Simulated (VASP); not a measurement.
Write the native input for VASP 6.6.1 that does the following.

```yaml
Task: single point
Functional: B3LYP5
Potentials_or_basis: VASP PAW PBE potentials, release 64 (As, B)
Cutoff: 520 eV
k_mesh: 5 × 5 × 5
Occupations: fermi-dirac, width 0.05 eV
Spin: no spin polarisation
Dipole_correction: no
Grid_for_exact_exchange_PRECFOCK: Normal
Further_INCAR_settings: ALGO = Normal; EDIFF = 1e-06; NBANDS = 11
Share_of_exact_exchange: 0.2
```

The system is BAs.

```xyz
2
Lattice="0.0000 2.4199 2.4199 2.4199 0.0000 2.4199 2.4199 2.4199 0.0000" Properties=species:S:1:pos:R:3 pbc="T T T"
As    3.6299    3.6299    3.6299
B     0.0000    0.0000    0.0000
```

The input as run:

POSCAR

```
BAs
1.0
    0.0000000000      2.4199312360      2.4199312360
    2.4199312360      0.0000000000      2.4199312360
    2.4199312360      2.4199312360      0.0000000000
As B
1 1
Direct
    0.7500000000      0.7500000000      0.7500000000
    0.0000000000      0.0000000000      0.0000000000
```

INCAR.step1

```
PREC     = Accurate       # precision mode
ENCUT    = 520            # plane-wave cutoff, eV
EDIFF    = 1E-5           # SCF threshold, eV
ISMEAR   = -1             # smearing method
SIGMA    = 0.05           # smearing width, eV
LREAL    = F              # projectors in reciprocal space
LASPH    = T              # aspherical terms in the spheres
NELM     = 80             # most SCF steps
ALGO     = Normal         # electronic algorithm
ISIF     = 2              # what is computed and relaxed
LWAVE    = T              # write WAVECAR
LCHARG   = F              # write CHGCAR
GGA      = PE             # functional
NBANDS   = 11             # bands
```

INCAR.step2

```
PREC     = Accurate       # precision mode
ENCUT    = 520            # plane-wave cutoff, eV
EDIFF    = 1E-6           # SCF threshold, eV
ISMEAR   = -1             # smearing method
SIGMA    = 0.05           # smearing width, eV
LREAL    = F              # projectors in reciprocal space
LASPH    = T              # aspherical terms in the spheres
NELM     = 80             # most SCF steps
ALGO     = Normal         # electronic algorithm
ISIF     = 2              # what is computed and relaxed
LWAVE    = F              # write WAVECAR
LCHARG   = F              # write CHGCAR
GGA      = B5             # functional
LHFCALC  = T              # exact exchange
AEXX     = 0.2            # exact-exchange fraction
AGGAX    = 0.72         
AGGAC    = 0.81         
ALDAC    = 0.19         
PRECFOCK = Normal       
ISTART   = 1            
NBANDS   = 11             # bands
```

KPOINTS

```
Automatic mesh
0
Gamma
  5 5 5
```

Potentials or basis: VASP PAW PBE potentials, release 64 (As, B).

Command:

```console
$ cat potpaw_PBE.64/As/POTCAR potpaw_PBE.64/B/POTCAR > POTCAR
$ cp INCAR.step1 INCAR
$ mpirun -np 1 vasp_std > vasp.out
$ cp INCAR.step2 INCAR
$ mpirun -np 1 vasp_std > vasp.out
```

It gave:

The pressure is -0.9 GPa and the band gap on the k mesh is 2.56 eV (least direct gap 4.59 eV).

Caveat: the k points lie up to 0.45 Å⁻¹ apart; the PAW data sets were made with another functional, which shifts forces and pressure a little; an odd mesh through Γ misses points on the zone boundary, where band edges can lie.

It took 2.6 min on 1 thread of AMD EPYC 7R13 Processor (Zen 3) (shared host), peak memory 0.14 GiB.
